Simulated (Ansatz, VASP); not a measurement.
**Two plane-wave programs on Rb3Si2**

```
Rb Si
1.0
     7.95548    0.00000    0.00000
    -3.97774    6.88965    0.00000
     0.00000    0.00000    4.46909
Rb Si
3 2
Direct
  0.50000 0.00000 0.50000
  0.00000 0.50000 0.50000
  0.50000 0.50000 0.50000
  0.00000 0.00000 0.74896
  0.00000 0.00000 0.25104
```

Alike in both runs: functional PBE; k mesh 3 × 3 × 4; occupations gaussian, width 0.1 eV; no spin polarisation.

Ansatz relaxed the structure, and its values are those at the end. VASP's run is a single point on that final structure, the one shown.

```csv
,VASP,Ansatz
version,VASP 6.6.1,Ansatz 0.2.0
potentials or method,"VASP PAW PBE potentials, release 64 (Rb_sv, Si), cutoff 520 eV","scalar-relativistic, plane waves, PAW"
valence electrons in the cell,35,35
```

```csv
,VASP,Ansatz,Ansatz less VASP
gap on the k mesh at the Fermi level (eV),none,none,-
pressure (GPa),0.0,0.0,0.00
```

A gap of «none» marks a metal or a gap that the smearing closes.
